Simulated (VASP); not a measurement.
Input of a VASP 6.6.1 run:

Contents of INCAR:

```
ALGO = Normal
EDIFF = 1E-6
ENCUT = 520
GGA = PS
ISIF = 2
ISMEAR = 0
ISPIN = 2
LASPH = True
LCHARG = False
LDAU = True
LDAUJ = 0 0
LDAUL = 2 -1
LDAUPRINT = 1
LDAUTYPE = 2
LDAUU = 6 0
LMAXMIX = 4
LORBIT = 11
LREAL = False
LWAVE = False
MAGMOM = 0.03 0.03 -0.01 -0.01
NBANDS = 28
NELM = 150
PREC = Accurate
SIGMA = 0.05
```

File KPOINTS:

```
k-points
0
Gamma
  7 7 4
```

POSCAR

```
TaN
1.0
    3.0500020400      0.0000000000      0.0000000000
   -1.5250010200      2.6413792500      0.0000000000
    0.0000000000      0.0000000000      4.9400015300
Ta N
2 2
Direct
    0.3333333333      0.6666666667      0.0000000000
    0.6666666667      0.3333333333      0.5000000000
    0.3333333333      0.6666666667      0.3850000000
    0.6666666667      0.3333333333      0.8850000000
```

Potentials or basis: VASP PAW PBE potentials, release 64 (Ta_pv, N).

The run is started by

```sh
$ cat potpaw_PBE.64/Ta_pv/POTCAR potpaw_PBE.64/N/POTCAR > POTCAR
$ mpirun -np 1 vasp_std > vasp.out
```

Q: What does it give for the largest force?

A: 2.414 eV/Å.

Q: Estimate the net moment.

A: 0.00 μB per cell.

Q: Predict the band gap on the k mesh.

A: Zero (filled and empty bands overlap).

Q: What does it give for the pressure?

A: 154.9 GPa.

Eigenvalues of the final occupation matrices:
```
    site  spin  trace               eigenvalues
site 1 d     1   1.43  0.20 0.20 0.33 0.35 0.35
site 1 d     2   1.43  0.20 0.20 0.33 0.35 0.35
site 2 d     1   1.43  0.20 0.20 0.33 0.35 0.35
site 2 d     2   1.43  0.20 0.20 0.33 0.35 0.35
```

Caveat: the PAW data sets were made with another functional, which shifts forces and pressure a little; spin-orbit coupling is left out, which moves the levels of the heavy elements. The state reached can hang on the start; a lower one may exist.
